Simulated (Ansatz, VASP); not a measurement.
## One calculation of AlP, two programs

```
Al P
1.0
     0.00000    2.70211    2.70211
     2.70211    0.00000    2.70211
     2.70211    2.70211    0.00000
Al P
1 1
Direct
  0.00000 0.00000 0.00000
  0.25000 0.25000 0.25000
```

Alike in both runs: functional r2SCAN; k mesh 10 × 10 × 10; occupations fermi-dirac, width 0.02 eV; no spin polarisation.

Ansatz relaxed the structure, and its values are those at the end. VASP's run is a single point on that final structure, the one shown.

```csv
,VASP,Ansatz
version,VASP 6.6.1,Ansatz 0.2.0
potentials or method,"VASP PAW PBE potentials, release 64 (Al, P), cutoff 550 eV",PAW plane waves
valence electrons in the cell,8,8
```

VASP gave:

| Quantity | Value |
| --- | --- |
| gap on the k mesh at the Fermi level (eV) | 1.85 |
| pressure (GPa) | 3.7 |

Problem. Estimate Ansatz's values.

Solution. gap on the k mesh at the Fermi level (eV): 1.85; pressure (GPa): 4.0.

VASP's potentials were made for PBE, not for r2SCAN. With one functional, cell and mesh, what is left measures potentials, basis and numerics. Ansatz's warnings: stress scf threshold loose.
